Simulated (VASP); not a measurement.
Input of a VASP 6.6.1 run:

The input POSCAR:

```
BaSi3
1.0
    4.4872196948      0.0000000000      0.0000000000
    0.0000000000      4.4872196948      0.0000000000
    0.0000000000      0.0000000000      4.4872196948
Ba Si
1 3
Direct
    0.0000000000      0.0000000000      0.0000000000
    0.0000000000      0.5000000000      0.5000000000
    0.5000000000      0.5000000000      0.0000000000
    0.5000000000      0.0000000000      0.5000000000
```

Contents of INCAR.step1:

```
SYSTEM = BaSi3
PREC = Accurate
ENCUT = 520
ISMEAR = 0
SIGMA = 0.05
LREAL = .False.
LASPH = .True.
NELM = 80
NBANDS = 19
GGA = PE
ALGO = Normal
EDIFF = 1E-4
LWAVE = .True.
LCHARG = .False.
```

INCAR.step2

```
SYSTEM = BaSi3
PREC = Accurate
ENCUT = 520
EDIFF = 1E-6
ISMEAR = 0
SIGMA = 0.05
LREAL = .False.
LASPH = .True.
NELM = 80
ALGO = Normal
ISIF = 2
LWAVE = .False.
LCHARG = .False.
METAGGA = R2SCAN
LMIXTAU = .True.
NBANDS = 19
ISTART = 1
```

KPOINTS

```
Automatic mesh
0
Gamma
  8 8 8
  0 0 0
```

Potentials or basis: VASP PAW PBE potentials, release 64 (Ba_sv, Si).

Command:

```sh
$ cat potpaw_PBE.64/Ba_sv/POTCAR potpaw_PBE.64/Si/POTCAR > POTCAR
$ cp INCAR.step1 INCAR
$ mpirun -np 1 vasp_std > vasp.out
$ cp INCAR.step2 INCAR
$ mpirun -np 1 vasp_std > vasp.out
```

(1) Predict the band gap on the k mesh.

(2) Predict the pressure.

Answers

(1) zero (band 11 reaches 7.04 eV, above the bottom of band 12 at 4.98 eV).

(2) 1.8 GPa.

Caveat: the PAW data sets were made with another functional, which shifts forces and pressure a little; spin-orbit coupling is left out, which moves the levels of the heavy elements.
